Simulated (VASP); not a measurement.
Si, 4 atoms in the cell. The cell holds a slab with vacuum, 4 atoms: a = 3.847 Å, b = 3.847 Å, c = 18.445 Å, α = 90.00°, β = 90.00°, γ = 120.00°. 

- Program: VASP 6.6.1
- Task: single point
- Functional: PBE
- Dispersion: D3(BJ)
- Potentials or basis: VASP PAW PBE potentials, release 64 (Si)
- Cutoff: 520 eV
- k mesh: 9 × 9 × 1
- Occupations: gaussian, width 0.1 eV
- Spin: no spin polarisation
- Dipole correction: yes
- Further INCAR settings: ALGO = Normal; EDIFF = 1e-06; NBANDS = 16

Potentials or basis: VASP PAW PBE potentials, release 64 (Si).

Command:

```console
$ cat potpaw_PBE.64/Si/POTCAR > POTCAR
$ mpirun -np 1 vasp_std > vasp.out
```

Hardware: 1 thread of Intel(R) Xeon(R) Platinum 8488C (Sapphire Rapids), on a shared host.

Estimate the wall time of this run.

Wall time 68 s on 1 thread of Intel(R) Xeon(R) Platinum 8488C (Sapphire Rapids), on a shared host, peak memory 0.34 GiB. Counts: scf iterations 23, k points 12.
